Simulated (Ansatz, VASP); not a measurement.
**MoS2: VASP beside Ansatz**

Contents of INCAR:

```
SYSTEM = MoS2
  ALGO = Normal
  EDIFF = 1E-7
  ENCUT = 520
  GGA = PS
  ISIF = 2
  ISMEAR = 0
  LASPH = .True.
  LCHARG = .False.
  LREAL = .False.
  LWAVE = .False.
  NBANDS = 49
  NELM = 60
  PREC = Accurate
  SIGMA = 0.05
```

KPOINTS

```
k-points
0
Gamma
  12 12 1
  0 0 0
```

Contents of POSCAR:

```
MoS2
1.0
    3.1407285108      0.0000000000      0.0000000000
   -1.5703642554      2.7199506767      0.0000000000
    0.0000000000      0.0000000000     28.0139064959
Mo S
3 6
Direct
    0.6666666667      0.3333333333      0.0000000000
    0.3333333333      0.6666666667      0.7648222100
    0.3333333333      0.6666666667      0.2244688230
    0.3333333333      0.6666666667      0.0556609006
    0.6666666667      0.3333333333      0.8311968859
    0.6666666667      0.3333333333      0.2800842459
    0.3333333333      0.6666666667      0.9443390994
    0.6666666667      0.3333333333      0.7199157541
    0.6666666667      0.3333333333      0.1688031141
```

Input for Ansatz:

```yaml
crystal:
  lattice:
    - [3.1407285108, 0.0, 0.0]
    - [-1.5703642554, 2.7199506767, 0.0]
    - [0.0, 0.0, 28.0139064959]
  atoms:
    - { symbol: Mo, position: [0.6666666667, 0.3333333333, 0.0] }
    - { symbol: Mo, position: [0.3333333333, 0.6666666667, 0.76482221] }
    - { symbol: Mo, position: [0.3333333333, 0.6666666667, 0.224468823] }
    - { symbol: S, position: [0.3333333333, 0.6666666667, 0.0556609006] }
    - { symbol: S, position: [0.6666666667, 0.3333333333, 0.8311968859] }
    - { symbol: S, position: [0.6666666667, 0.3333333333, 0.2800842459] }
    - { symbol: S, position: [0.3333333333, 0.6666666667, 0.9443390994] }
    - { symbol: S, position: [0.6666666667, 0.3333333333, 0.7199157541] }
    - { symbol: S, position: [0.6666666667, 0.3333333333, 0.1688031141] }
basis:
  ecutwfc: 420
kpoints:
  mp_grid: { grid: [12, 12, 1] }
hamiltonian:
  xc: pbesol
scf:
  occupations: { method: gaussian, width: 0.05 }
output:
  forces: true
  stress: true
  eigenvalues: true
```

Alike in both runs: task single point; functional PBEsol; k mesh 12 × 12 × 1; occupations gaussian, width 0.05 eV; no spin polarisation.

|  | VASP | Ansatz |
| --- | --- | --- |
| version | VASP 6.6.1 | Ansatz 0.2.0 |
| potentials or method | VASP PAW PBE potentials, release 64 (Mo_sv, S), cutoff 520 eV | scalar-relativistic, plane waves, PAW |
| valence electrons in the cell | 78 | 78 |

Ansatz gave:

```
gap on the k mesh at the Fermi level (eV) : 0.29
least direct gap on the mesh (eV)         : 0.95
rms of the force components (eV/Å)        : 2.032
```

Problem. Which values does VASP return?

Solution. gap on the k mesh at the Fermi level (eV): 0.30; least direct gap on the mesh (eV): 0.96; rms of the force components (eV/Å): 2.039.

VASP's potentials were made for PBE, not for PBEsol. Atom by atom the forces differ by 0.007 eV/Å (rms over components).
